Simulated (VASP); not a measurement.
Crystal: Li3Dy.

```
Li Dy
1.0
     4.06875    0.00000    0.00000
     0.00000    4.06875    0.00000
     0.00000    0.00000    4.06875
Li Dy
3 1
Direct
  0.50000 0.00000 0.00000
  0.00000 0.50000 0.00000
  0.00000 0.00000 0.50000
  0.00000 0.00000 0.00000
```

The cell was generated, and may not be a known phase.

* Program: VASP 6.6.1
* Task: relaxation of cell and atoms
* Functional: PBE
* Potentials or basis: VASP PAW PBE potentials, release 64 (Li_sv, Dy_3), 4f in core
* Cutoff: 750 eV
* k mesh: 4 × 4 × 4
* Occupations: gaussian, width 0.1 eV
* Spin: no spin polarisation

At the start: pressure 29.7 GPa; volume 16.84 Å³/atom.

Q: How do energy, volume and symmetry change on relaxing?

A: Over 4 steps the energy falls by 1483.4 meV/atom and the volume is 44.89 Å³/atom (+166.6 %); space group Pm-3m (No. 221, to 0.1 Å) before and after.

The path:
```tsv
step	energy change (eV)	largest force (eV/Å)	pressure (GPa)	volume (Å³)
1	0.0000	0.0000	29.74	67.36
2	-4.0179	0.0000	10.56	102.66
3	-5.8230	0.0000	1.69	157.97
4	-5.9337	0.0000	0.05	179.55
```

Final structure:
```cif
data_structure
_symmetry_space_group_name_H-M 'P 1'
_symmetry_Int_Tables_number 1
_cell_length_a 5.6415
_cell_length_b 5.6415
_cell_length_c 5.6415
_cell_angle_alpha 90.000
_cell_angle_beta 90.000
_cell_angle_gamma 90.000
_cell_volume 179.55
loop_
_atom_site_label
_atom_site_type_symbol
_atom_site_fract_x
_atom_site_fract_y
_atom_site_fract_z
_atom_site_occupancy
Li1 Li 0.50000 0.00000 0.00000 1
Li2 Li 0.00000 0.50000 0.00000 1
Li3 Li 0.00000 0.00000 0.50000 1
Dy1 Dy 0.00000 0.00000 0.00000 1
```

Caveat: the k points lie up to 0.28 Å⁻¹ apart in the final cell, too coarse for converged energies and pressures of a metal; the volume moved by over 15 % at a fixed basis, so the end points are rough.
